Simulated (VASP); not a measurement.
# TiNi (Pm-3m) in VASP: single point with PBEsol

Aim: the single point of TiNi with PBEsol.

Everything below comes from runs of VASP 6.6.1. Logs are shortened: lines on timing, memory, paths and dates and some standing lists are left out, and cuts for length are marked.

## 1. The cell of the first run

Symmetry: Pm-3m, No. 221, cubic system. The conventional cell has a = 2.988 Å, b = 2.988 Å, c = 2.988 Å, α = 90.00°, β = 90.00°, γ = 90.00°. Ti (site symmetry m-3m) has 8 Ni at 2.59 Å and 6 Ti at 2.99 Å within 3.4 Å. Within 3.4 Å of Ni (site symmetry m-3m) lie 8 Ti at 2.59 Å and 6 Ni at 2.99 Å.

## 2. Single point, PBEsol, collinear spin, ferromagnetic start

INCAR reads:

```
SYSTEM = TiNi
  PREC = Accurate
  ENCUT = 520
  EDIFF = 1E-6
  ISMEAR = 0
  SIGMA = 0.1
  LREAL = .FALSE.
  LASPH = .TRUE.
  NELM = 150
  ALGO = Normal
  ISIF = 2
  LWAVE = .FALSE.
  LCHARG = .FALSE.
  ISPIN = 2
  MAGMOM = 0 1.5
  LORBIT = 11
  LMAXMIX = 4
  GGA = PS
  NBANDS = 22
```

KPOINTS reads:

```
regular mesh
0
G
  9 9 9
  0 0 0
```

POSCAR reads:

```
TiNi
1.0
    2.9881000000      0.0000000000      0.0000000000
    0.0000000000      2.9881000000      0.0000000000
    0.0000000000      0.0000000000      2.9881000000
Ti Ni
1 1
Direct
    0.5000000000      0.5000000000      0.5000000000
    0.0000000000      0.0000000000      0.0000000000
```

Potentials or basis: VASP PAW PBE potentials, release 64 (Ti_sv, Ni).

Command:

```sh
$ cat potpaw_PBE.64/Ti_sv/POTCAR potpaw_PBE.64/Ni/POTCAR > POTCAR
$ mpirun -np 1 vasp_std > vasp.out
```

OUTCAR:

```text
SYSTEM = TiNi
   PREC = Accurate
   ENCUT = 520
   EDIFF = 1E-6
   ISMEAR = 0
   LREAL = .FALSE.
   LASPH = .TRUE.
   NELM = 150
   ISIF = 2
   ISPIN = 2
   LORBIT = 11
   GGA = PS

 ion  position               nearest neighbor table
   1  0.500  0.500  0.500-   2 2.59   2 2.59   2 2.59   2 2.59   2 2.59   2 2.59   2 2.59   2 2.59

   2  0.000  0.000  0.000-   1 2.59   1 2.59   1 2.59   1 2.59   1 2.59   1 2.59   1 2.59   1 2.59

  LATTYP: Found a simple cubic cell.
 ALAT       =     2.9881000000

  Lattice vectors:

 A1 = (   2.9881000000,   0.0000000000,   0.0000000000)
 A2 = (   0.0000000000,   2.9881000000,   0.0000000000)
 A3 = (   0.0000000000,   0.0000000000,   2.9881000000)

Analysis of symmetry for initial positions (statically):
=====================================================================
 Subroutine PRICEL returns:
 Original cell was already a primitive cell.

 Routine SETGRP: Setting up the symmetry group for a
 simple cubic supercell.

 Subroutine GETGRP returns: Found 48 space group operations
 (whereof 48 operations were pure point group operations)
 out of a pool of 48 trial point group operations.

The static configuration has the point symmetry O_h .

Analysis of symmetry for dynamics (positions and initial velocities):
=====================================================================
 Subroutine PRICEL returns:
 Original cell was already a primitive cell.

 Routine SETGRP: Setting up the symmetry group for a
 simple cubic supercell.

 Subroutine GETGRP returns: Found 48 space group operations
 (whereof 48 operations were pure point group operations)
 out of a pool of 48 trial point group operations.

The dynamic configuration has the point symmetry O_h .

Analysis of structural, dynamic, and magnetic symmetry:
=====================================================================
 Subroutine PRICEL returns:
 Original cell was already a primitive cell.

 Routine SETGRP: Setting up the symmetry group for a
 simple cubic supercell.

 Subroutine GETGRP returns: Found 48 space group operations
 (whereof 48 operations were pure point group operations)
 out of a pool of 48 trial point group operations.

The overall configuration has the point symmetry O_h .

 Subroutine INISYM returns: Found 48 space group operations
 (whereof 48 operations are pure point group operations),
 and found     1 'primitive' translations

[... 115 lines left out ...]
  volume/ion in A,a.u.               =      13.34        90.02
  Fermi-wavevector in a.u.,A,eV,Ry     =   1.535161  2.901034 32.065113  2.356719
  Thomas-Fermi vector in A             =   2.641988
   LORBIT       =     11    0 simple, 1 ext, 2 COOP (PROOUT), +10 PAW based schemes
   GGA     = PS    functional components
   LHFCALC =     F    Hartree Fock is set to
   AEXX    =    0.0000 exact exchange contribution
   IVDW    =     0    specifies the selected vdW correction
   LEPSILON=     F    determine dielectric tensor
   LRPA    =     F    only Hartree local field effects (RPA)
 spin polarized calculation
 Gauss-broadening in eV      SIGMA  =   0.10
  energy-cutoff  :      520.00
  volume of cell :       26.68
 maximum number of plane-waves:       739
 NGX is ok and might be reduce to    24
   NGX = 11   NGY = 11   NGZ = 11

 number of electron      21.9999986 magnetization       0.0072748

 Free energy of the ion-electron system (eV)
  ---------------------------------------------------
  ext. energy  EPLUGINS =         0.00000000
  ---------------------------------------------------
  free energy    TOTEN  =       -15.19706656 eV

  energy without entropy =      -15.17735285  energy(sigma->0) =      -15.18720971

 E-fermi :   9.4915     XC(G=0): -12.6631

 val. band max:        9.4748529339   @ k =   0.3333   0.1111   0.1111
 cond. band min:       9.4941565303   @ k =   0.4444   0.4444   0.1111
 fundamental gap:      0.0193035963
 Fermi energy:         9.4914835462

 spin component 1

 k-point     1 :       0.0000    0.0000    0.0000
  band No.  band energies     occupation
      1     -47.4500      1.00000
      2     -23.6446      1.00000
      3     -23.6446      1.00000
      4     -23.6446      1.00000
      5       1.6341      1.00000
      6       5.5667      1.00000
[... 589 lines left out ...]
     21      25.9896      0.00000
     22      29.1758      0.00000

 [... further k-points ...]

 spin component 2

 k-point     1 :       0.0000    0.0000    0.0000
  band No.  band energies     occupation
      1     -47.4473      1.00000
      2     -23.6419      1.00000
      3     -23.6419      1.00000
      4     -23.6419      1.00000
      5       1.6360      1.00000
      6       5.5705      1.00000
[... 589 lines left out ...]
     21      25.9916      0.00000
     22      29.1779      0.00000

 [... further k-points ...]

------------------------ aborting loop because EDIFF is reached ----------------------------------------

  FORCE on cell =-STRESS in cart. coord.  units (eV):
  Direction    XX          YY          ZZ          XY          YZ          ZX
  --------------------------------------------------------------------------------------
  -------------------------------------------------------------------------------------
  Total       -0.5762758     -0.5762758     -0.5762758     -0.0000000      0.0000000      0.0000000
  in kB      -34.6063324    -34.6063324    -34.6063324     -0.0000000      0.0000000      0.0000000
  external PRESSURE =     -34.6063324 kB  Pullay stress =       0.0000000 kB

 VOLUME and BASIS-vectors are now :
 -----------------------------------------------------------------------------
  energy-cutoff  :      520.00
  volume of cell :       26.68
      direct lattice vectors                 reciprocal lattice vectors
     2.988100000  0.000000000  0.000000000     0.334660821  0.000000000  0.000000000
     0.000000000  2.988100000  0.000000000     0.000000000  0.334660821  0.000000000
     0.000000000  0.000000000  2.988100000     0.000000000  0.000000000  0.334660821

 POSITION                                       TOTAL-FORCE (eV/Angst)
 -----------------------------------------------------------------------------------
      1.49405      1.49405      1.49405         0.000000      0.000000      0.000000
      0.00000      0.00000      0.00000         0.000000      0.000000      0.000000
 -----------------------------------------------------------------------------------
    total drift:                                0.000000      0.000000     -0.000000

  FREE ENERGIE OF THE ION-ELECTRON SYSTEM (eV)
  ---------------------------------------------------
  free  energy   TOTEN  =       -15.1970665645 eV

  energy  without entropy=      -15.1773528457  energy(sigma->0) =      -15.18720971

 total charge

# of ion       s       p       d       tot
------------------------------------------
    1        2.241   6.166   1.859  10.266
    2        0.583   0.482   8.319   9.385
--------------------------------------------------
tot          2.825   6.648  10.178  19.651

 magnetization (x)

# of ion       s       p       d       tot
------------------------------------------
    1        0.000   0.000   0.003   0.003
    2        0.000   0.000   0.003   0.003
--------------------------------------------------
tot          0.000   0.000   0.005   0.006
```

It took 22 s on 1 thread of AMD EPYC 9R45 (Zen 5), shared host; peak memory 0.14 GiB.

What came out:

```yaml
Free_energy: -15.1971 eV
Pressure: -3.5 GPa
Band_gap_on_the_k_mesh: zero (filled and empty bands overlap)
Net_moment: 0.01 μB per cell
Valence_electrons_inside_the_program's_atomic_spheres: Ti 10.27; Ni 9.38
```

Caveat: the starting moments collapsed, and a magnetic state may lie lower; the PAW data sets were made with another functional, which shifts forces and pressure a little.
